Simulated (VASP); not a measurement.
# CsHfS2 (P-6m2) in VASP: single point with PBE

Aim: the single point of CsHfS2 with PBE.

Program: VASP 6.6.1. These are calculated values, not measurements. Logs are shortened: lines on timing, memory, paths and dates and some standing lists are left out, and cuts for length are marked.

## Step 1: The cell of the first run

The structure is hexagonal, space group P-6m2 (No. 187). The conventional cell has a = 3.682 Å, b = 3.682 Å, c = 8.442 Å, α = 90.00°, β = 90.00°, γ = 120.00°. Within 4.5 Å of Cs (site symmetry -6m2) lie 6 S at 3.42 Å and 6 Cs at 3.68 Å and 2 Hf at 4.22 Å. Hf (site symmetry -6m2) has 6 S at 2.63 Å within 3.5 Å. S (site symmetry 3m) has 3 Hf at 2.63 Å and 1 S at 3.09 Å and 3 Cs at 3.42 Å within 3.5 Å.

## Step 2: Single point, PBE

Input file POSCAR:

```
CsHfS2
1.0
    3.6816110272      0.0000000000      0.0000000000
   -1.8408055136      3.1883686764      0.0000000000
    0.0000000000      0.0000000000      8.4422940000
Cs Hf S
1 1 2
Direct
    0.6666666667      0.3333333333      0.5000000000
    0.6666666667      0.3333333333      0.0000000000
    0.0000000000      0.0000000000      0.1831740000
    0.0000000000      0.0000000000      0.8168260000
```

Input file INCAR.step1:

```
SYSTEM = CsHfS2
PREC     = Accurate       ! precision mode
ENCUT    = 520            ! plane-wave cutoff, eV
EDIFF    = 1E-6           ! SCF threshold, eV
ISMEAR   = 0              ! smearing method
SIGMA    = 0.1            ! smearing width, eV
LREAL    = .FALSE.        ! projectors in reciprocal space
LASPH    = .TRUE.         ! aspherical terms in the spheres
NELM     = 60             ! most SCF steps
ALGO     = Normal         ! electronic algorithm
ISIF     = 2              ! what is computed and relaxed
LWAVE    = .FALSE.        ! write WAVECAR
LCHARG   = .TRUE.         ! write CHGCAR
LMAXMIX  = 4              ! l up to which the mixer works
GGA      = PE             ! functional
NBANDS   = 24             ! bands
```

Input file KPOINTS.step1:

```
regular mesh
0
G
  12 12 6
  0 0 0
```

Input file INCAR.step2:

```
SYSTEM = CsHfS2
PREC     = Accurate       ! precision mode
ENCUT    = 520            ! plane-wave cutoff, eV
EDIFF    = 1E-6           ! SCF threshold, eV
ISMEAR   = -5             ! smearing method
SIGMA    = 0.1            ! smearing width, eV
LREAL    = .FALSE.        ! projectors in reciprocal space
LASPH    = .TRUE.         ! aspherical terms in the spheres
NELM     = 60             ! most SCF steps
ALGO     = Normal         ! electronic algorithm
ISIF     = 2              ! what is computed and relaxed
LWAVE    = .FALSE.        ! write WAVECAR
LCHARG   = .FALSE.        ! write CHGCAR
LMAXMIX  = 4              ! l up to which the mixer works
GGA      = PE             ! functional
LORBIT   = 11             ! projections on sites
NBANDS   = 24             ! bands
NEDOS    = 2001           ! points of the DOS
ICHARG   = 11             ! starting density
```

Input file KPOINTS.step2:

```
regular mesh
0
G
  18 18 9
  0 0 0
```

Potentials or basis: VASP PAW PBE potentials, release 64 (Cs_sv, Hf_pv, S).

The run is started by

```console
$ cat potpaw_PBE.64/Cs_sv/POTCAR potpaw_PBE.64/Hf_pv/POTCAR potpaw_PBE.64/S/POTCAR > POTCAR
$ cp INCAR.step1 INCAR
$ cp KPOINTS.step1 KPOINTS
$ mpirun -np 1 vasp_std > vasp.out
$ cp INCAR.step2 INCAR
$ cp KPOINTS.step2 KPOINTS
$ mpirun -np 1 vasp_std > vasp.out
```

OUTCAR:

```text
SYSTEM = CsHfS2
   PREC = Accurate
   ENCUT = 520
   EDIFF = 1E-6
   ISMEAR = -5
   LREAL = .FALSE.
   LASPH = .TRUE.
   NELM = 60
   ISIF = 2
   GGA = PE
   LORBIT = 11
   ICHARG = 11

 ion  position               nearest neighbor table
   1  0.667  0.333  0.500-
   2  0.667  0.333  0.000-   3 2.63   4 2.63   3 2.63   4 2.63   3 2.63   4 2.63
   3  0.000  0.000  0.183-   2 2.63   2 2.63   2 2.63
   4  0.000  0.000  0.817-   2 2.63   2 2.63   2 2.63

  LATTYP: Found a hexagonal cell.
 ALAT       =     3.6816110272
 C/A-ratio  =     2.2930977601

  Lattice vectors:

 A1 = (   3.6816110272,   0.0000000000,   0.0000000000)
 A2 = (  -1.8408055136,   3.1883686764,   0.0000000000)
 A3 = (   0.0000000000,   0.0000000000,   8.4422940000)

Analysis of symmetry for initial positions (statically):
=====================================================================
 Subroutine PRICEL returns:
 Original cell was already a primitive cell.

 Routine SETGRP: Setting up the symmetry group for a
 hexagonal supercell.

 Subroutine GETGRP returns: Found 12 space group operations
 (whereof 12 operations were pure point group operations)
 out of a pool of 24 trial point group operations.

The static configuration has the point symmetry D_3h.

Analysis of symmetry for dynamics (positions and initial velocities):
=====================================================================
 Subroutine PRICEL returns:
 Original cell was already a primitive cell.

 Routine SETGRP: Setting up the symmetry group for a
 hexagonal supercell.

 Subroutine GETGRP returns: Found 12 space group operations
 (whereof 12 operations were pure point group operations)
 out of a pool of 24 trial point group operations.

The dynamic configuration has the point symmetry D_3h.

 Subroutine INISYM returns: Found 12 space group operations
 (whereof 12 operations are pure point group operations),
 and found     1 'primitive' translations

----------------------------------------------------------------------------------------

                                     Primitive cell

  volume of cell :      99.0985

  direct lattice vectors                    reciprocal lattice vectors
     3.681611027  0.000000000  0.000000000     0.271620221  0.156820008  0.000000000
    -1.840805514  3.188368676  0.000000000     0.000000000  0.313640015  0.000000000
     0.000000000  0.000000000  8.442294000     0.000000000  0.000000000  0.118451217

  length of vectors
     3.681611027  3.681611027  8.442294000     0.313640015  0.313640015  0.118451217

  position of ions in fractional coordinates (direct lattice)
     0.666666667  0.333333333  0.500000000
     0.666666667  0.333333333  0.000000000
     0.000000000  0.000000000  0.183174000
     0.000000000  0.000000000  0.816826000

  ion indices of the primitive-cell ions
   primitive index   ion index
                 1           1
                 2           2
                 3           3
                 4           4

----------------------------------------------------------------------------------------

 KPOINTS: regular mesh

Automatic generation of k-mesh.
 Grid dimensions read from file:
 generate k-points for:   18   18    9

 Generating k-lattice:

  Cartesian coordinates                     Fractional coordinates (reciprocal lattice)
     0.015090012  0.008712223  0.000000000     0.055555556 -0.000000000  0.000000000
     0.000000000  0.017424445  0.000000000     0.000000000  0.055555556  0.000000000
     0.000000000  0.000000000  0.013161246     0.000000000  0.000000000  0.111111111

  Length of vectors
     0.017424445  0.017424445  0.013161246

  Shift w.r.t. Gamma in fractional coordinates (k-lattice)
     0.000000000  0.000000000  0.000000000

 TETIRR: Found   2805 inequivalent tetrahedra from    17496

 Subroutine IBZKPT returns following result:
 ===========================================

 Found    185 irreducible k-points:

 Following reciprocal coordinates:
            Coordinates               Weight
  0.000000  0.000000  0.000000      1.000000
  0.055556  0.000000  0.000000      6.000000
  0.111111  0.000000  0.000000      6.000000
  0.166667  0.000000  0.000000      6.000000
  0.222222  0.000000  0.000000      6.000000
  0.277778  0.000000  0.000000      6.000000
[... 16 lines left out ...]
  0.333333  0.111111  0.000000     12.000000
  0.388889  0.111111  0.000000     12.000000
 [... further k-points ...]
   k-points           NKPTS =    185   k-points in BZ     NKDIM =    185   number of bands    NBANDS=     24
   number of dos      NEDOS =   2001   number of ions     NIONS =      4
   total plane-waves  NPLWV =  50176
   dimension x,y,z NGX =    28 NGY =   28 NGZ =   64
   dimension x,y,z NGXF=    56 NGYF=   56 NGZF=  128
   ions per type =               1   1   2
   NGX,Y,Z   is equivalent  to a cutoff of  12.64, 12.64, 12.60 a.u.
   NGXF,Y,Z  is equivalent  to a cutoff of  25.29, 25.29, 25.21 a.u.
 SYSTEM =  CsHfS2
   PREC   = accura    normal or accurate (medium, high low for compatibility)
   ISTART =      0    job   : 0-new  1-cont  2-samecut
   ICHARG =     11    charge: 1-file 2-atom 10-const
   ISPIN  =      1    spin polarized calculation?
   LNONCOLLINEAR =      F non collinear calculations
   LSORBIT =      F    spin-orbit coupling
   LASPH  =      T    aspherical Exc in radial PAW
   ENCUT  =  520.0 eV  38.22 Ry    6.18 a.u.   6.85  6.85 15.70*2*pi/ulx,y,z
   NELM   =     60;   NELMIN=  2; NELMDL=  0     # of ELM steps
   EDIFF  = 0.1E-05   stopping-criterion for ELM
   LREAL  =      F    real-space projection
   EDIFFG = 0.1E-04   stopping-criterion for IOM
   NSW    =      0    number of steps for IOM
   IBRION =     -1    ionic relax: 0-MD 1-quasi-New 2-CG
   NFREE  =      0    steps in history (QN), initial steepest desc. (CG)
   ISIF   =      2    stress and relaxation
   ISYM   =      2    0-nonsym 1-usesym 2-fastsym
   POTIM  = 0.5000    time-step for ionic-motion
   TEBEG  =    0.0;   TEEND  =   0.0 temperature during run
   PSTRESS=    0.0 pullay stress
   NELECT =      31.0000    total number of electrons
   NUPDOWN=      -1.0000    fix difference up-down
   EMIN   =  10.00;   EMAX   =-10.00  energy-range for DOS
   EFERMI =   0.00;   METHOD = LEGACY
   ISMEAR =    -5;   SIGMA  =   0.10  broadening in eV -4-tet -1-fermi 0-gaus
   EFERMI_NEDOS =   21; number of points for ismear=-14 and -15
   IALGO  =     38    algorithm
   IMIX   =      4    mixing-type and parameters
     AMIX     =   0.40;   BMIX     =  1.00
     AMIX_MAG =   1.60;   BMIX_MAG =  1.00
  volume/ion in A,a.u.               =      24.77       167.19
  Fermi-wavevector in a.u.,A,eV,Ry     =   1.111322  2.100093 16.803681  1.235036
  Thomas-Fermi vector in A             =   2.247883
   LORBIT       =     11    0 simple, 1 ext, 2 COOP (PROOUT), +10 PAW based schemes
   GGA     = PE    functional components
   LHFCALC =     F    Hartree Fock is set to
   AEXX    =    0.0000 exact exchange contribution
   IVDW    =     0    specifies the selected vdW correction
   LEPSILON=     F    determine dielectric tensor
   LRPA    =     F    only Hartree local field effects (RPA)
 non-spin polarized calculation
 Fermi weights with tetrahedron method with Bloechl corrections
  energy-cutoff  :      520.00
  volume of cell :       99.10
 maximum number of plane-waves:      2691
 NGX is ok and might be reduce to    28

 number of electron      30.9999995 magnetization

 Free energy of the ion-electron system (eV)
  ---------------------------------------------------
  ext. energy  EPLUGINS =         0.00000000
  ---------------------------------------------------
  free energy    TOTEN  =       -24.30403312 eV

  energy without entropy =      -24.30403312  energy(sigma->0) =      -24.30403312

 E-fermi :   5.2580     XC(G=0):  -9.7858

 val. band max:        5.2640458389   @ k =   0.1667   0.1667   0.1111
 cond. band min:       5.2644588007   @ k =   0.3333   0.1667   0.3333
 fundamental gap:      0.0004129618
 Fermi energy:         5.2579853499

 k-point     1 :       0.0000    0.0000    0.0000
  band No.  band energies     occupation
      1     -26.1715      2.00000
      2     -26.1071      2.00000
      3     -26.1071      2.00000
      4     -18.5191      2.00000
      5      -8.8659      2.00000
      6      -8.0162      2.00000
[... 16 lines left out ...]
     23       9.2708      0.00000
     24       9.2708      0.00000

 k-point     2 :       0.0556    0.0000    0.0000
  band No.  band energies     occupation
      1     -26.1705      2.00000
      2     -26.1119      2.00000
      3     -26.1082      2.00000
      4     -18.5064      2.00000
      5      -8.8402      2.00000
      6      -8.0020      2.00000
[... 16 lines left out ...]
     23       9.0889      0.00000
     24       9.3479      0.00000

 k-point     3 :       0.1111    0.0000    0.0000
  band No.  band energies     occupation
      1     -26.1679      2.00000
      2     -26.1258      2.00000
      3     -26.1113      2.00000
      4     -18.4697      2.00000
      5      -8.7656      2.00000
      6      -7.9604      2.00000
[... 16 lines left out ...]
     23       8.7065      0.00000
     24       9.5904      0.00000
[... 514 lines left out ...]
 k-point    23 :       0.3333    0.1111    0.0000
  band No.  band energies     occupation
      1     -26.2427      2.00000
      2     -26.1493      2.00000
      3     -26.1432      2.00000
      4     -18.1049      2.00000
      5      -8.0619      2.00000
      6      -7.5249      2.00000
[... 16 lines left out ...]
     23      10.0108      0.00000
     24      10.7530      0.00000

 k-point    24 :       0.3889    0.1111    0.0000
  band No.  band energies     occupation
      1     -26.2543      2.00000
      2     -26.1532      2.00000
      3     -26.1407      2.00000
      4     -18.0648      2.00000
      5      -7.9967      2.00000
      6      -7.4738      2.00000
[... 16 lines left out ...]
     23       9.9163      0.00000
     24      11.0785      0.00000

 [... further k-points ...]

------------------------ aborting loop because EDIFF is reached ----------------------------------------

  FORCE on cell =-STRESS in cart. coord.  units (eV):
  Direction    XX          YY          ZZ          XY          YZ          ZX
  --------------------------------------------------------------------------------------
  -------------------------------------------------------------------------------------
  Total       -0.1916211     -0.1916211     -0.1539193      0.0000000      0.0000000     -0.0000000
  in kB       -3.0980399     -3.0980399     -2.4884955      0.0000000      0.0000000     -0.0000000
  external PRESSURE =      -2.8948584 kB  Pullay stress =       0.0000000 kB

 VOLUME and BASIS-vectors are now :
 -----------------------------------------------------------------------------
  energy-cutoff  :      520.00
  volume of cell :       99.10
      direct lattice vectors                 reciprocal lattice vectors
     3.681611027  0.000000000  0.000000000     0.271620221  0.156820008  0.000000000
    -1.840805514  3.188368676  0.000000000     0.000000000  0.313640015  0.000000000
     0.000000000  0.000000000  8.442294000     0.000000000  0.000000000  0.118451217

 POSITION                                       TOTAL-FORCE (eV/Angst)
 -----------------------------------------------------------------------------------
      1.84081      1.06279      4.22115         0.000000      0.000000      0.000000
      1.84081      1.06279      0.00000        -0.000000     -0.000000      0.000000
      0.00000      0.00000      1.54641         0.000000      0.000000     -0.062018
      0.00000      0.00000      6.89589         0.000000      0.000000      0.062018
 -----------------------------------------------------------------------------------
    total drift:                               -0.001121      0.000647     -0.000000

  FREE ENERGIE OF THE ION-ELECTRON SYSTEM (eV)
  ---------------------------------------------------
  free  energy   TOTEN  =       -24.3040331197 eV

  energy  without entropy=      -24.3040331197  energy(sigma->0) =      -24.30403312

 total charge

# of ion       s       p       d       tot
------------------------------------------
    1        1.837   4.694   0.079   6.609
    2        0.267   6.392   1.501   8.160
    3        1.323   2.431   0.000   3.754
    4        1.323   2.431   0.000   3.754
--------------------------------------------------
tot          4.750  15.948   1.580  22.278
```

It took 3 min on 1 thread of Intel Xeon 6975P-C (Granite Rapids), shared host; peak memory 0.53 GiB.

What came out:

* Valence electrons inside the program's atomic spheres: Cs 6.61; Hf 8.16; S 3.75

Caveat: spin-orbit coupling is left out, which moves the levels of the heavy elements; tetrahedron occupations give inexact forces and stress in metals.
